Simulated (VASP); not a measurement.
# Sb (Fm-3m) in VASP: further runs

The runs below take Sb through relaxation of cell and atoms, single point, with PBE.

Everything below comes from runs of VASP 6.6.1. Logs are shortened: lines on timing, memory, paths and dates and some standing lists are left out, and cuts for length are marked.

## 1. The cell of the first run

The structure is cubic, space group Fm-3m (No. 225). The conventional cell has a = 9.590 Å, b = 9.590 Å, c = 9.590 Å, α = 90.00°, β = 90.00°, γ = 90.00°. Sb (site symmetry 4mm) has 4 Sb at 2.26 Å within 3.0 Å.

## 2. Relaxation of cell and atoms, PBE

INCAR

```
SYSTEM = Sb
  PREC = Accurate
  ENCUT = 600
  EDIFF = 1E-6
  ISMEAR = 0
  SIGMA = 0.1
  LREAL = .FALSE.
  LASPH = .TRUE.
  NELM = 60
  ALGO = Normal
  ISIF = 3
  LWAVE = .FALSE.
  LCHARG = .FALSE.
  GGA = PE
  IBRION = 2
  NSW = 90
  EDIFFG = -0.04
```

KPOINTS

```
regular mesh
0
G
  4 4 4
  0 0 0
```

POSCAR

```
Sb
1.0
    0.0000000000      4.7949414516      4.7949414516
    4.7949414516      0.0000000000      4.7949414516
    4.7949414516      4.7949414516      0.0000000000
Sb
6
Direct
    0.1666700000      0.1666700000      0.8333300000
    0.8333300000      0.8333300000      0.1666700000
    0.1666700000      0.8333300000      0.1666700000
    0.8333300000      0.1666700000      0.8333300000
    0.8333300000      0.1666700000      0.1666700000
    0.1666700000      0.8333300000      0.8333300000
```

Potentials or basis: VASP PAW PBE potentials, release 64 (Sb).

Command:

```bash
$ cat potpaw_PBE.64/Sb/POTCAR > POTCAR
$ mpirun -np 1 vasp_std > vasp.out
```

OUTCAR:

```text
SYSTEM = Sb
   PREC = Accurate
   ENCUT = 600
   EDIFF = 1E-6
   ISMEAR = 0
   LREAL = .FALSE.
   LASPH = .TRUE.
   NELM = 60
   ISIF = 3
   GGA = PE
   IBRION = 2
   NSW = 90
   EDIFFG = -0.04

 ion  position               nearest neighbor table
   1  0.167  0.167  0.833-   3 2.26   4 2.26   5 2.26   6 2.26   2 3.20
   2  0.833  0.833  0.167-   3 2.26   4 2.26   5 2.26   6 2.26   1 3.20
   3  0.167  0.833  0.167-   1 2.26   2 2.26   5 2.26   6 2.26   4 3.20
   4  0.833  0.167  0.833-   1 2.26   2 2.26   5 2.26   6 2.26   3 3.20
   5  0.833  0.167  0.167-   1 2.26   2 2.26   3 2.26   4 2.26   6 3.20
   6  0.167  0.833  0.833-   1 2.26   2 2.26   3 2.26   4 2.26   5 3.20

  LATTYP: Found a face centered cubic cell.
 ALAT       =     9.5898829032

  Lattice vectors:

 A1 = (   0.0000000000,   4.7949414516,   4.7949414516)
 A2 = (   4.7949414516,   0.0000000000,   4.7949414516)
 A3 = (   4.7949414516,   4.7949414516,   0.0000000000)

Analysis of symmetry for initial positions (statically):
=====================================================================
 Subroutine PRICEL returns:
 Original cell was already a primitive cell.

 Routine SETGRP: Setting up the symmetry group for a
 face centered cubic supercell.

 Subroutine GETGRP returns: Found 48 space group operations
 (whereof 48 operations were pure point group operations)
 out of a pool of 48 trial point group operations.

The static configuration has the point symmetry O_h .

Analysis of symmetry for dynamics (positions and initial velocities):
=====================================================================
 Subroutine PRICEL returns:
 Original cell was already a primitive cell.

 Routine SETGRP: Setting up the symmetry group for a
 face centered cubic supercell.

 Subroutine GETGRP returns: Found 48 space group operations
 (whereof 48 operations were pure point group operations)
 out of a pool of 48 trial point group operations.

The dynamic configuration has the point symmetry O_h .

 Subroutine INISYM returns: Found 48 space group operations
 (whereof 48 operations are pure point group operations),
 and found     1 'primitive' translations

----------------------------------------------------------------------------------------

                                     Primitive cell

  volume of cell :     220.4854

  direct lattice vectors                    reciprocal lattice vectors
     0.000000000  4.794941452  4.794941452    -0.104276560  0.104276560  0.104276560
     4.794941452  0.000000000  4.794941452     0.104276560 -0.104276560  0.104276560
     4.794941452  4.794941452  0.000000000     0.104276560  0.104276560 -0.104276560

  length of vectors
     6.781071232  6.781071232  6.781071232     0.180612300  0.180612300  0.180612300

  position of ions in fractional coordinates (direct lattice)
     0.166670000  0.166670000  0.833330000
     0.833330000  0.833330000  0.166670000
     0.166670000  0.833330000  0.166670000
     0.833330000  0.166670000  0.833330000
     0.833330000  0.166670000  0.166670000
     0.166670000  0.833330000  0.833330000

  ion indices of the primitive-cell ions
   primitive index   ion index
                 1           1
                 2           2
                 3           3
                 4           4
                 5           5
                 6           6

----------------------------------------------------------------------------------------

 KPOINTS: regular mesh

Automatic generation of k-mesh.
 Grid dimensions read from file:
 generate k-points for:    4    4    4

 Generating k-lattice:

  Cartesian coordinates                     Fractional coordinates (reciprocal lattice)
    -0.026069140  0.026069140  0.026069140     0.250000000  0.000000000  0.000000000
     0.026069140 -0.026069140  0.026069140     0.000000000  0.250000000  0.000000000
     0.026069140  0.026069140 -0.026069140     0.000000000  0.000000000  0.250000000

  Length of vectors
     0.045153075  0.045153075  0.045153075

  Shift w.r.t. Gamma in fractional coordinates (k-lattice)
     0.000000000  0.000000000  0.000000000

 Subroutine IBZKPT returns following result:
 ===========================================

 Found      8 irreducible k-points:

 Following reciprocal coordinates:
            Coordinates               Weight
  0.000000  0.000000  0.000000      1.000000
  0.250000  0.000000  0.000000      8.000000
  0.500000  0.000000  0.000000      4.000000
  0.250000  0.250000  0.000000      6.000000
  0.500000  0.250000  0.000000     24.000000
 -0.250000  0.250000  0.000000     12.000000
  0.500000  0.500000  0.000000      3.000000
 -0.250000  0.500000  0.250000      6.000000
   k-points           NKPTS =      8   k-points in BZ     NKDIM =      8   number of bands    NBANDS=     19
   number of dos      NEDOS =    301   number of ions     NIONS =      6
   total plane-waves  NPLWV = 157464
   dimension x,y,z NGX =    54 NGY =   54 NGZ =   54
   dimension x,y,z NGXF=   108 NGYF=  108 NGZF=  108
   ions per type =               6
   NGX,Y,Z   is equivalent  to a cutoff of  13.24, 13.24, 13.24 a.u.
   NGXF,Y,Z  is equivalent  to a cutoff of  26.48, 26.48, 26.48 a.u.
 SYSTEM =  Sb
   PREC   = accura    normal or accurate (medium, high low for compatibility)
   ISTART =      0    job   : 0-new  1-cont  2-samecut
   ICHARG =      2    charge: 1-file 2-atom 10-const
   ISPIN  =      1    spin polarized calculation?
   LNONCOLLINEAR =      F non collinear calculations
   LSORBIT =      F    spin-orbit coupling
   LASPH  =      T    aspherical Exc in radial PAW
   ENCUT  =  600.0 eV  44.10 Ry    6.64 a.u.  13.54 13.54 13.54*2*pi/ulx,y,z
   NELM   =     60;   NELMIN=  2; NELMDL= -5     # of ELM steps
   EDIFF  = 0.1E-05   stopping-criterion for ELM
   LREAL  =      F    real-space projection
   EDIFFG = -.4E-01   stopping-criterion for IOM
   NSW    =     90    number of steps for IOM
   IBRION =      2    ionic relax: 0-MD 1-quasi-New 2-CG
   NFREE  =      1    steps in history (QN), initial steepest desc. (CG)
   ISIF   =      3    stress and relaxation
   ISYM   =      2    0-nonsym 1-usesym 2-fastsym
   POTIM  = 0.5000    time-step for ionic-motion
   TEBEG  =    0.0;   TEEND  =   0.0 temperature during run
   PSTRESS=    0.0 pullay stress
   NELECT =      30.0000    total number of electrons
   NUPDOWN=      -1.0000    fix difference up-down
   EMIN   =  10.00;   EMAX   =-10.00  energy-range for DOS
   EFERMI =   0.00;   METHOD = LEGACY
   ISMEAR =     0;   SIGMA  =   0.10  broadening in eV -4-tet -1-fermi 0-gaus
   EFERMI_NEDOS =   21; number of points for ismear=-14 and -15
   IALGO  =     38    algorithm
   IMIX   =      4    mixing-type and parameters
     AMIX     =   0.40;   BMIX     =  1.00
     AMIX_MAG =   1.60;   BMIX_MAG =  1.00
  volume/ion in A,a.u.               =      36.75       247.98
  Fermi-wavevector in a.u.,A,eV,Ry     =   0.842019  1.591185  9.646478  0.708996
  Thomas-Fermi vector in A             =   1.956658
   LORBIT       =      0    0 simple, 1 ext, 2 COOP (PROOUT), +10 PAW based schemes
   GGA     = PE    functional components
   LHFCALC =     F    Hartree Fock is set to
   AEXX    =    0.0000 exact exchange contribution
   IVDW    =     0    specifies the selected vdW correction
   LEPSILON=     F    determine dielectric tensor
   LRPA    =     F    only Hartree local field effects (RPA)
 conjugate gradient relaxation of ions
 non-spin polarized calculation
 Gauss-broadening in eV      SIGMA  =   0.10
  energy-cutoff  :      600.00
  volume of cell :      220.49
 maximum number of plane-waves:      7391
   NGX = 27   NGY = 27   NGZ = 27

--------------------------------------- Ionic step        1  -------------------------------------------

 number of electron      30.0000001 magnetization

 Free energy of the ion-electron system (eV)
  ---------------------------------------------------
  ext. energy  EPLUGINS =         0.00000000
  ---------------------------------------------------
  free energy    TOTEN  =        15.64716842 eV

  energy without entropy =       15.67257234  energy(sigma->0) =       15.65987038

------------------------ aborting loop because EDIFF is reached ----------------------------------------

  FORCE on cell =-STRESS in cart. coord.  units (eV):
  Direction    XX          YY          ZZ          XY          YZ          ZX
  --------------------------------------------------------------------------------------
  -------------------------------------------------------------------------------------
  Total      113.8204760    113.8204760    113.8204760      0.0000000      0.0000000     -0.0000000
  in kB      827.0867404    827.0867404    827.0867404      0.0000000      0.0000000     -0.0000000
  external PRESSURE =     827.0867404 kB  Pullay stress =       0.0000000 kB
[... 101 lines left out ...]
  FREE ENERGIE OF THE ION-ELECTRON SYSTEM (eV)
  ---------------------------------------------------
  free  energy   TOTEN  =       -12.4731469887 eV

  energy  without entropy=      -12.3189254857  energy(sigma->0) =      -12.39603624

 E-fermi :  -1.3178     XC(G=0):  -4.6652

 val. band max:       -1.3243103033   @ k =   0.2500   0.2500   0.0000
 cond. band min:      -1.3174926772   @ k =   0.2500   0.2500   0.0000
 fundamental gap:      0.0068176261
 Fermi energy:        -1.3177800363

 k-point     1 :       0.0000    0.0000    0.0000
  band No.  band energies     occupation
      1     -10.3254      2.00000
      2      -9.7088      2.00000
      3      -9.7088      2.00000
      4      -9.7088      2.00000
      5      -9.3880      2.00000
      6      -9.3880      2.00000
[... 153 lines left out ...]
      6      -9.3933      2.00000
[... 11 lines left out ...]
     18      -0.9420      0.00000
     19      -0.9420      0.00000

 E-fermi :   5.1954     XC(G=0):  -8.5974

 val. band max:        5.1645414510   @ k =  -0.2500   0.2500   0.0000
 cond. band min:       5.2726960716   @ k =   0.5000   0.2500   0.0000
 fundamental gap:      0.1081546206
 Fermi energy:         5.1953757773

 k-point     1 :       0.0000    0.0000    0.0000
  band No.  band energies     occupation
      1      -6.9891      2.00000
      2      -3.9291      2.00000
      3      -3.9291      2.00000
      4      -3.9291      2.00000
      5      -2.0634      2.00000
      6      -2.0634      2.00000
[... 153 lines left out ...]
      6      -2.4313      2.00000
[... 11 lines left out ...]
     18       5.7907      0.00000
     19       6.1564      0.00000

[... ionic steps 4 to 27 ...]

--------------------------------------- Ionic step       28  -------------------------------------------

 number of electron      30.0000001 magnetization

------------------------ aborting loop because EDIFF is reached ----------------------------------------
[... 75 lines left out ...]
--------------------------------------- Ionic step       30  -------------------------------------------

 number of electron      30.0000002 magnetization

 Free energy of the ion-electron system (eV)
  ---------------------------------------------------
  ext. energy  EPLUGINS =         0.00000000
  ---------------------------------------------------
  free energy    TOTEN  =       -23.45079978 eV

  energy without entropy =      -23.43172545  energy(sigma->0) =      -23.44126261

 E-fermi :   6.4305     XC(G=0):  -9.2309

 val. band max:        6.3510094435   @ k =   0.5000   0.5000   0.0000
 cond. band min:       6.4781859725   @ k =   0.5000   0.0000   0.0000
 fundamental gap:      0.1271765290
 Fermi energy:         6.4304981999

 k-point     1 :       0.0000    0.0000    0.0000
  band No.  band energies     occupation
      1      -5.9196      2.00000
      2      -2.4866      2.00000
      3      -2.4866      2.00000
      4      -2.4866      2.00000
      5      -0.5090      2.00000
      6      -0.5090      2.00000
[... 198 lines left out ...]
  FREE ENERGIE OF THE ION-ELECTRON SYSTEM (eV)
  ---------------------------------------------------
  free  energy   TOTEN  =       -23.4507997795 eV

  energy  without entropy=      -23.4317254493  energy(sigma->0) =      -23.44126261

 reached required accuracy - stopping structural energy minimisation
```

Run time: 18 min. Hardware: 1 thread of AMD EPYC 7R43 (Zen 3), shared host; peak memory 0.37 GiB.

Results:

```yaml
Free_energy: -23.4508 eV
Relaxed_volume: 32.07 Å³/atom
Relaxed_cell: a = 6.480 Å, b = 6.480 Å, c = 6.480 Å, α = 60.00°, β = 60.00°, γ = 60.00°
Space_group_after_relaxing_to_0.05_Å: Pm-3m (No. 221)
Energy_gained_by_relaxing: 6516.3 meV/atom
Ionic_steps: 30
Pressure_after_relaxing: 0.1 GPa
```

The path:
| step | energy change (eV) | largest force (eV/Å) | pressure (GPa) | volume (Å³) |
| --- | --- | --- | --- | --- |
| 1 | 0.0000 | 36.0945 | 82.71 | 220.49 |
| 2 | -28.2153 | 2.4099 | -1.40 | 1548.82 |
| 3 | -28.1203 | 2.4011 | -1.43 | 1511.33 |
| 4 | -28.0156 | 2.3911 | -1.47 | 1468.80 |
| 5 | -28.4163 | 2.3233 | -3.39 | 659.46 |
| 6 | -31.2650 | 1.3148 | -6.38 | 400.76 |
| 7 | -34.8854 | 0.0007 | -8.03 | 301.71 |
| 8 | -37.1517 | 0.4175 | -7.14 | 258.98 |
| 9 | -38.0461 | 0.2648 | -5.33 | 239.22 |
| 10 | -38.3521 | 0.0934 | -3.94 | 229.72 |
| 11 | -38.4572 | 0.0296 | -3.08 | 225.07 |
| 12 | -38.4954 | 0.1077 | -2.60 | 222.77 |
| 13 | -38.5106 | 0.1518 | -2.34 | 221.63 |
| 14 | -38.5171 | 0.1754 | -2.22 | 221.06 |
| 15 | -38.5201 | 0.1874 | -2.15 | 220.77 |
| 16 | -38.5216 | 0.1934 | -2.12 | 220.63 |
| 17 | -38.5223 | 0.1965 | -2.10 | 220.56 |
| 18 | -38.5226 | 0.1981 | -2.10 | 220.52 |
| 19 | -38.5228 | 0.1988 | -2.09 | 220.50 |
| 20 | -38.6265 | 0.5433 | -0.13 | 208.49 |
| 21 | -38.6306 | 0.6289 | 0.40 | 205.77 |
| 22 | -38.7288 | 0.6251 | 0.54 | 201.13 |
| 23 | -38.9802 | 0.5471 | 2.07 | 187.63 |
| 24 | -37.2912 | 2.1046 | 15.74 | 162.46 |
| 25 | -38.9646 | 0.5597 | 2.51 | 186.18 |
| 26 | -39.0590 | 0.2601 | 1.41 | 188.54 |
| 27 | -39.0952 | 0.0137 | 0.52 | 191.07 |
| 28 | -39.0965 | 0.0169 | 0.39 | 191.56 |
| 29 | -39.0966 | 0.0314 | 0.33 | 191.79 |
| 30 | -39.0980 | 0.0147 | 0.15 | 192.44 |

Final structure:
```yaml
crystal:
  lattice:
    - [0.00000, 4.58233, 4.58233]
    - [4.58233, 0.00000, 4.58233]
    - [4.58233, 4.58233, 0.00000]
  atoms:
    - { symbol: Sb, position: [0.25031, 0.25031, 0.74969] }
    - { symbol: Sb, position: [0.74969, 0.74969, 0.25031] }
    - { symbol: Sb, position: [0.25031, 0.74969, 0.25031] }
    - { symbol: Sb, position: [0.74969, 0.25031, 0.74969] }
    - { symbol: Sb, position: [0.74969, 0.25031, 0.25031] }
    - { symbol: Sb, position: [0.25031, 0.74969, 0.74969] }
```

Levels at points of the mesh, in eV from the Fermi level:
| k point | band 11 | band 12 | band 13 | band 14 | band 15 | band 16 | band 17 | band 18 |
| --- | --- | --- | --- | --- | --- | --- | --- | --- |
| (0.00, 0.00, 0.00) | -3.95 | -3.95 | -3.95 | 1.30 | 1.30 | 1.30 | 1.71 | 1.94 |
| (0.50, 0.00, 0.00) | -2.28 | -2.28 | -1.22 | -1.20 | 0.05 | 0.05 | 0.07 | 0.07 |
| (0.50, 0.50, 0.00) | -1.27 | -0.88 | -0.88 | -0.59 | -0.59 | -0.50 | -0.33 | -0.08 |

Caveat: the bands computed are all filled at some k points, so no gap is given; spin-orbit coupling is left out, which moves the levels of the heavy elements.

(Part 1 of 2 ends here.)
